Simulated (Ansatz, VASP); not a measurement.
**One calculation of Ca, two programs**

INCAR

```
SYSTEM = Ca
PREC = Accurate
ENCUT = 520
EDIFF = 1E-7
ISMEAR = -1
SIGMA = 0.1
LREAL = .False.
LASPH = .True.
NELM = 60
ALGO = Normal
ISIF = 2
LWAVE = .False.
LCHARG = .False.
GGA = CA
NBANDS = 28
```

Contents of KPOINTS:

```
regular mesh
0
Gamma
  11 11 3
  0 0 0
```

File POSCAR:

```
Ca
1.0
    3.8719925955      0.0000000000      0.0000000000
   -1.9359962977      3.3532439509      0.0000000000
    0.0000000000      0.0000000000     12.7184866296
Ca
4
Direct
    0.0000000000      0.0000000000      1.0000000000
    0.0000000000      0.0000000000      0.5000000000
    0.3333333333      0.6666666667      0.2500000000
    0.6666666667      0.3333333333      0.7500000000
```

Input for Ansatz:

```yaml
crystal:
  lattice:
    - [3.8719925955, 0.0, 0.0]
    - [-1.9359962977, 3.3532439509, 0.0]
    - [0.0, 0.0, 12.7184866296]
  atoms:
    - { symbol: Ca, position: [0.0, 0.0, 1.0] }
    - { symbol: Ca, position: [0.0, 0.0, 0.5] }
    - { symbol: Ca, position: [0.3333333333, 0.6666666667, 0.25] }
    - { symbol: Ca, position: [0.6666666667, 0.3333333333, 0.75] }
hamiltonian:
  xc: lda
  pseudopotentials:
    kind: paw
    azcp:
      Ca: "pseudopotentials/Ca.paw.azcp"
basis:
  ecutwfc: 420
  fft_grid_basis: typed
kpoints:
  mp_grid: { grid: [11, 11, 3], shift: [0, 0, 0] }
magnetization:
  spin_polarized: false
scf:
  occupations: { method: fermi_dirac, width: 0.1 }
  lower_state_search: "off"
output:
  stress: true
```

Alike in both runs: task single point; functional LDA; k mesh 11 × 11 × 3; occupations fermi-dirac, width 0.1 eV; no spin polarisation.

```csv
,VASP,Ansatz
version,VASP 6.6.1,Ansatz 0.2.0
potentials or method,"VASP PAW LDA potentials, release 64 (Ca_sv), cutoff 520 eV","plane waves (420 eV) with PAW, scalar-relativistic"
valence electrons in the cell,40,40
```

```csv
,VASP,Ansatz,Ansatz less VASP
pressure (GPa),-1.3,-1.3,0.00
```

Ansatz warns that its potentials were made for another functional, while VASP's fit it. LDA's correlation is that of Perdew and Zunger in VASP and of Perdew and Wang (1992) in Ansatz.
